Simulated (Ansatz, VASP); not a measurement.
# Ga2PdS2 in VASP and in Ansatz

```xyz
10
Lattice="4.7913 0.0000 0.0000 0.0000 7.2301 0.0000 0.0000 0.0000 6.2313" Properties=species:S:1:pos:R:3 pbc="T T T"
Ga    0.0000    1.6467    5.5815
Ga    0.0000    5.5834    5.5815
Ga    2.3956    5.2617    0.6499
Ga    2.3956    1.9684    0.6499
Pd    0.0000    0.0000    1.4511
Pd    2.3956    3.6150    4.7802
S     0.0000    3.6150    4.3010
S     2.3956    0.0000    1.9303
S     0.0000    0.0000    3.9718
S     2.3956    3.6150    2.2596
```

Alike in both runs: functional PBE; k mesh 4 × 4 × 4; occupations gaussian, width 0.1 eV; no spin polarisation.

Ansatz relaxed the structure, and its values are those at the end. VASP's run is a single point on that final structure, the one shown.

|  | VASP | Ansatz |
| --- | --- | --- |
| version | VASP 6.6.1 | Ansatz 0.2.0 |
| potentials or method | VASP PAW PBE potentials, release 64 (Ga_d, Pd, S), cutoff 500 eV | scalar-relativistic, plane waves, PAW |
| valence electrons in the cell | 96 | 112 |

Ansatz gave:

| Item | Value |
| --- | --- |
| gap on the k mesh at the Fermi level (eV) | none |
| pressure (GPa) | 0.0 |
| rms of the force components (eV/Å) | 0.007 |

Q: Which values does VASP return?

A: gap on the k mesh at the Fermi level (eV): none; pressure (GPa): 0.0; rms of the force components (eV/Å): 0.009.

A gap of «none» marks a metal or a gap that the smearing closes. VASP's potentials hold 96 valence electrons a cell and Ansatz's 112, so a difference there can come from the potentials and not from the codes.
